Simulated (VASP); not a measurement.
# WS2 (P6_3/mmc) in VASP: notebook

Runs on WS2. Level: r2SCAN. Tasks: single point.

Program: VASP 6.6.1. These are calculated values, not measurements. Logs are shortened: lines on timing, memory, paths and dates and some standing lists are left out, and cuts for length are marked.

## (1) The cell of the first run

It takes space group P6_3/mmc (No. 194, hexagonal). Conventional cell: a = 3.170 Å, b = 3.170 Å, c = 12.866 Å, α = 90.00°, β = 90.00°, γ = 120.00°. Within 3.2 Å of W (site symmetry -6m2) lie 6 S at 2.41 Å and 6 W at 3.17 Å. S (site symmetry 3m) has 3 W at 2.41 Å and 7 S at 3.13 to 3.17 Å within 3.2 Å.

## (2) Single point, r2SCAN, non-collinear spin, zero start, spin-orbit coupling (uniaxial z strain +3.0%)

Contents of POSCAR:

```
WS2
1.0
    3.1699462934      0.0000000000      0.0000000000
   -1.5849731467      2.7452540187      0.0000000000
    0.0000000000      0.0000000000     12.8658026690
W S
2 4
Direct
    0.3333333333      0.6666666667      0.2500000000
    0.6666666667      0.3333333333      0.7500000000
    0.6666666667      0.3333333333      0.3716393713
    0.6666666667      0.3333333333      0.1283606287
    0.3333333333      0.6666666667      0.8716393713
    0.3333333333      0.6666666667      0.6283606287
```

Contents of INCAR.step1:

```
PREC = Accurate
ENCUT = 550
ISMEAR = -1
SIGMA = 0.02
LREAL = False
LASPH = True
NELM = 200
MAGMOM = 0 0 0 0 0 0 0 0 0 0 0 0 0 0 0 0 0 0
LSORBIT = True
GGA_COMPAT = False
LMAXMIX = 4
NBANDS = 68
GGA = PE
ALGO = Normal
EDIFF = 1E-5
LWAVE = True
LCHARG = False
KPAR = 4
```

Contents of INCAR.step2:

```
PREC = Accurate
ENCUT = 550
EDIFF = 1E-6
ISMEAR = -1
SIGMA = 0.02
LREAL = False
LASPH = True
NELM = 200
ALGO = Normal
ISIF = 2
LWAVE = False
LCHARG = True
MAGMOM = 0 0 0 0 0 0 0 0 0 0 0 0 0 0 0 0 0 0
LORBIT = 11
LSORBIT = True
GGA_COMPAT = False
LORBMOM = True
LMAXMIX = 4
METAGGA = R2SCAN
LMIXTAU = True
LVHAR = True
NBANDS = 68
ISTART = 1
KPAR = 4
```

Contents of KPOINTS:

```
regular mesh
0
Gamma
  12 12 2
```

Potentials or basis: VASP PAW PBE potentials, release 64 (W_sv, S).

Started as:

```
$ cat potpaw_PBE.64/W_sv/POTCAR potpaw_PBE.64/S/POTCAR > POTCAR
$ cp INCAR.step1 INCAR
$ mpirun -np 4 vasp_ncl > vasp.out
$ cp INCAR.step2 INCAR
$ mpirun -np 4 vasp_ncl > vasp.out
```

OUTCAR:

```text
PREC = Accurate
   ENCUT = 550
   EDIFF = 1E-6
   ISMEAR = -1
   LREAL = False
   LASPH = True
   NELM = 200
   ISIF = 2
   LORBIT = 11
   LSORBIT = True
   METAGGA = R2SCAN
   ISTART = 1

 ion  position               nearest neighbor table
   1  0.333  0.667  0.250-   3 2.41   4 2.41   3 2.41   4 2.41   3 2.41   4 2.41
   2  0.667  0.333  0.750-   5 2.41   6 2.41   5 2.41   6 2.41   5 2.41   6 2.41
   3  0.667  0.333  0.372-   1 2.41   1 2.41   1 2.41
   4  0.667  0.333  0.128-   1 2.41   1 2.41   1 2.41
   5  0.333  0.667  0.872-   2 2.41   2 2.41   2 2.41
   6  0.333  0.667  0.628-   2 2.41   2 2.41   2 2.41

  LATTYP: Found a hexagonal cell.
 ALAT       =     3.1699462934
 C/A-ratio  =     4.0586815921

  Lattice vectors:

 A1 = (   3.1699462934,   0.0000000000,   0.0000000000)
 A2 = (  -1.5849731467,   2.7452540187,   0.0000000000)
 A3 = (   0.0000000000,   0.0000000000,  12.8658026690)

Analysis of symmetry for initial positions (statically):
=====================================================================
 Subroutine PRICEL returns:
 Original cell was already a primitive cell.

 Routine SETGRP: Setting up the symmetry group for a
 hexagonal supercell.

 Subroutine GETGRP returns: Found 24 space group operations
 (whereof 12 operations were pure point group operations)
 out of a pool of 24 trial point group operations.

The static configuration has the point symmetry D_3d.
 The point group associated with its full space group is D_6h.

Analysis of symmetry for dynamics (positions and initial velocities):
=====================================================================
 Subroutine PRICEL returns:
 Original cell was already a primitive cell.

 Routine SETGRP: Setting up the symmetry group for a
 hexagonal supercell.

 Subroutine GETGRP returns: Found 24 space group operations
 (whereof 12 operations were pure point group operations)
 out of a pool of 24 trial point group operations.

The dynamic configuration has the point symmetry D_3d.
 The point group associated with its full space group is D_6h.

Analysis of structural, dynamic, and magnetic symmetry:
=====================================================================
 Subroutine PRICEL returns:
 Original cell was already a primitive cell.

 Routine SETGRP: Setting up the symmetry group for a
 hexagonal supercell.

 Subroutine GETGRP returns: Found 24 space group operations
 (whereof 12 operations were pure point group operations)
 out of a pool of 24 trial point group operations.

The overall configuration has the point symmetry D_3d.
 The point group associated with its full space group is D_6h.

 Subroutine INISYM returns: Found 24 space group operations
 (whereof 12 operations are pure point group operations),
 and found     1 'primitive' translations

----------------------------------------------------------------------------------------

                                     Primitive cell

  volume of cell :     111.9622

  direct lattice vectors                    reciprocal lattice vectors
     3.169946293  0.000000000  0.000000000     0.315462758  0.182132508  0.000000000
    -1.584973147  2.745254019  0.000000000     0.000000000  0.364265016  0.000000000
     0.000000000  0.000000000 12.865802669     0.000000000  0.000000000  0.077725427

  length of vectors
     3.169946293  3.169946293 12.865802669     0.364265016  0.364265016  0.077725427

  position of ions in fractional coordinates (direct lattice)
     0.333333333  0.666666667  0.250000000
     0.666666667  0.333333333  0.750000000
     0.666666667  0.333333333  0.371639371
     0.666666667  0.333333333  0.128360629
     0.333333333  0.666666667  0.871639371
     0.333333333  0.666666667  0.628360629

  ion indices of the primitive-cell ions
   primitive index   ion index
                 1           1
                 2           2
                 3           3
                 4           4
                 5           5
                 6           6

----------------------------------------------------------------------------------------

 KPOINTS: regular mesh

Automatic generation of k-mesh.
 Grid dimensions read from file:
 generate k-points for:   12   12    2

 Generating k-lattice:

  Cartesian coordinates                     Fractional coordinates (reciprocal lattice)
     0.026288563  0.015177709  0.000000000     0.083333333  0.000000000  0.000000000
     0.000000000  0.030355418  0.000000000     0.000000000  0.083333333  0.000000000
     0.000000000  0.000000000  0.038862713     0.000000000  0.000000000  0.500000000

  Length of vectors
[... 90 lines left out ...]

 number of electron      52.0000000 magnetization       0.0000000     -0.0000000     -0.0000000

 number of electron      52.0000000 magnetization       0.0000000      0.0000000      0.0000000

 number of electron      52.0000000 magnetization       0.0000000     -0.0000000      0.0000000

 number of electron      52.0000000 magnetization      -0.0000000     -0.0000000     -0.0000000

 Free energy of the ion-electron system (eV)
  ---------------------------------------------------
  ext. energy  EPLUGINS =         0.00000000
  ---------------------------------------------------
  free energy    TOTEN  =      -141.62010266 eV

  energy without entropy =     -141.62010266  energy(sigma->0) =     -141.62010266

 E-fermi :   7.2094     XC(G=0): -11.2966

 val. band max:        6.5892863745   @ k =   0.0000   0.0000   0.0000
 cond. band min:       7.8532399570   @ k =   0.1667   0.1667   0.0000
 fundamental gap:      1.2639535826
 Fermi energy:         7.2094078389

 k-point     1 :       0.0000    0.0000    0.0000
  band No.  band energies     occupation
      1     -69.9066      1.00000
      2     -69.9066      1.00000
      3     -69.9066      1.00000
      4     -69.9066      1.00000
      5     -39.3351      1.00000
      6     -39.3351      1.00000
[... 1597 lines left out ...]
     63      10.1530      0.00000
     64      10.1530      0.00000

 [... further k-points ...]

 [bands above 64 left out]

------------------------ aborting loop because EDIFF is reached ----------------------------------------

  FORCE on cell =-STRESS in cart. coord.  units (eV):
  Direction    XX          YY          ZZ          XY          YZ          ZX
  --------------------------------------------------------------------------------------
  -------------------------------------------------------------------------------------
  Total        1.0693493      1.0693493      0.2267454      0.0000000      0.0000000      0.0000000
  in kB       15.3023745     15.3023745      3.2447240      0.0000000      0.0000000      0.0000000
  external PRESSURE =      11.2831577 kB  Pullay stress =       0.0000000 kB

 VOLUME and BASIS-vectors are now :
 -----------------------------------------------------------------------------
  energy-cutoff  :      550.00
  volume of cell :      111.96
      direct lattice vectors                 reciprocal lattice vectors
     3.169946293  0.000000000  0.000000000     0.315462758  0.182132508  0.000000000
    -1.584973147  2.745254019  0.000000000     0.000000000  0.364265016  0.000000000
     0.000000000  0.000000000 12.865802669     0.000000000  0.000000000  0.077725427

 POSITION                                       TOTAL-FORCE (eV/Angst)
 -----------------------------------------------------------------------------------
     -0.00000      1.83017      3.21645        -0.000000      0.000000     -0.000000
      1.58497      0.91508      9.64935         0.000000      0.000000      0.000000
      1.58497      0.91508      4.78144        -0.000000      0.000000     -0.001662
      1.58497      0.91508      1.65146        -0.000000      0.000000      0.001662
     -0.00000      1.83017     11.21434         0.000000     -0.000000     -0.001662
     -0.00000      1.83017      8.08436         0.000000     -0.000000      0.001662
 -----------------------------------------------------------------------------------
    total drift:                                0.000000      0.000000     -0.000000

  FREE ENERGIE OF THE ION-ELECTRON SYSTEM (eV)
  ---------------------------------------------------
  free  energy   TOTEN  =      -141.6201026598 eV

  energy  without entropy=     -141.6201026598  energy(sigma->0) =     -141.62010266

 orbital moment (x)

 # of ion     p       d       tot
 ----------------------------------------
  1         0.000  -0.000  -0.000
  2         0.000   0.000   0.000
  3        -0.000   0.000  -0.000
  4         0.000   0.000   0.000
  5         0.000   0.000   0.000
  6        -0.000   0.000  -0.000
 ----------------------------------------
           -0.000   0.000  -0.000

 orbital moment (y)

 # of ion     p       d       tot
 ----------------------------------------
  1        -0.000   0.000   0.000
  2         0.000   0.000   0.000
  3         0.000   0.000   0.000
  4        -0.000   0.000  -0.000
  5        -0.000   0.000  -0.000
  6        -0.000   0.000  -0.000
 ----------------------------------------
           -0.000   0.000  -0.000

 orbital moment (z)

 # of ion     p       d       tot
 ----------------------------------------
  1         0.000   0.000   0.000
  2        -0.000   0.000  -0.000
  3         0.000   0.000   0.000
  4         0.000   0.000   0.000
  5         0.000   0.000   0.000
  6         0.000   0.000   0.000
 ----------------------------------------
            0.000   0.000   0.000

 Spin-Orbit-Coupling matrix elements

 Ion:    1  E_soc:     -1.4384742
 l=   1
     0.0000000    -0.2128912    -0.2138113
    -0.2128912     0.0000000    -0.2128912
    -0.2138113    -0.2128912     0.0000000
 l=   2
     0.0000000    -0.0050190     0.0000000    -0.0050190    -0.0223686
    -0.0050190     0.0000000    -0.0164764    -0.0042462    -0.0050190
     0.0000000    -0.0164764     0.0000000    -0.0164764     0.0000000
    -0.0050190    -0.0042462    -0.0164764     0.0000000    -0.0050190
    -0.0223686    -0.0050190     0.0000000    -0.0050190     0.0000000
 l=   3
     0.0000000     0.0000000     0.0000000     0.0000000     0.0000000     0.0000000     0.0000000
     0.0000000     0.0000000     0.0000000     0.0000000     0.0000000     0.0000000     0.0000000
     0.0000000     0.0000000     0.0000000     0.0000000     0.0000000     0.0000000     0.0000000
     0.0000000     0.0000000     0.0000000     0.0000000     0.0000000     0.0000000     0.0000000
[... 89 lines left out ...]
 l=   2
     0.0000000     0.0000000     0.0000000     0.0000000     0.0000000
     0.0000000     0.0000000     0.0000000     0.0000000     0.0000000
     0.0000000     0.0000000     0.0000000     0.0000000     0.0000000
     0.0000000     0.0000000     0.0000000     0.0000000     0.0000000
     0.0000000     0.0000000     0.0000000     0.0000000     0.0000000
 l=   3
     0.0000000     0.0000000     0.0000000     0.0000000     0.0000000     0.0000000     0.0000000
     0.0000000     0.0000000     0.0000000     0.0000000     0.0000000     0.0000000     0.0000000
     0.0000000     0.0000000     0.0000000     0.0000000     0.0000000     0.0000000     0.0000000
     0.0000000     0.0000000     0.0000000     0.0000000     0.0000000     0.0000000     0.0000000
     0.0000000     0.0000000     0.0000000     0.0000000     0.0000000     0.0000000     0.0000000
     0.0000000     0.0000000     0.0000000     0.0000000     0.0000000     0.0000000     0.0000000
     0.0000000     0.0000000     0.0000000     0.0000000     0.0000000     0.0000000     0.0000000

 total charge

# of ion       s       p       d       tot
------------------------------------------
    1        2.312   6.337   3.366  12.016
    2        2.312   6.337   3.366  12.016
    3        1.351   2.389   0.000   3.739
    4        1.351   2.389   0.000   3.739
    5        1.351   2.389   0.000   3.739
    6        1.351   2.389   0.000   3.739
--------------------------------------------------
tot         10.028  22.228   6.733  38.989

 magnetization (x)

# of ion       s       p       d       tot
------------------------------------------
    1        0.000  -0.000   0.000   0.000
    2        0.000  -0.000   0.000   0.000
    3       -0.000  -0.000   0.000  -0.000
    4        0.000   0.000   0.000   0.000
    5        0.000   0.000   0.000   0.000
    6       -0.000  -0.000   0.000  -0.000
--------------------------------------------------
tot          0.000  -0.000   0.000   0.000

 magnetization (y)

# of ion       s       p       d       tot
------------------------------------------
    1       -0.000   0.000   0.000  -0.000
    2       -0.000   0.000   0.000   0.000
    3        0.000   0.000   0.000   0.000
    4        0.000   0.000   0.000   0.000
    5        0.000   0.000   0.000   0.000
    6        0.000   0.000   0.000   0.000
--------------------------------------------------
tot          0.000   0.000   0.000   0.000

 magnetization (z)

# of ion       s       p       d       tot
------------------------------------------
    1        0.000   0.000   0.000   0.000
    2        0.000   0.000   0.000   0.000
    3        0.000   0.000   0.000   0.000
    4        0.000   0.000   0.000   0.000
    5        0.000   0.000   0.000   0.000
    6        0.000   0.000   0.000   0.000
--------------------------------------------------
tot          0.000   0.000   0.000   0.000
```

Wall time 12 min (4 MPI ranks of AMD EPYC 9R14 (Zen 4), shared host); peak memory 0.84 GiB.

What came out:

```yaml
Free_energy: -141.6201 eV
Pressure: 1.1 GPa
Net_moment: 0.00 μB per cell
Valence_electrons_inside_the_program's_atomic_spheres: W 12.02; S 3.74
```

Moments on the atoms (μB; x, y, z):
```
W   0.00 0.00 0.00
W   0.00 0.00 0.00
S   0.00 0.00 0.00
S   0.00 0.00 0.00
S   0.00 0.00 0.00
S   0.00 0.00 0.00
```

Caveat: the cell differs from its parent crystal (uniaxial z strain +3.0%); the PAW data sets were made with another functional, which shifts forces and pressure a little.

(Part 1 of 2 ends here.)
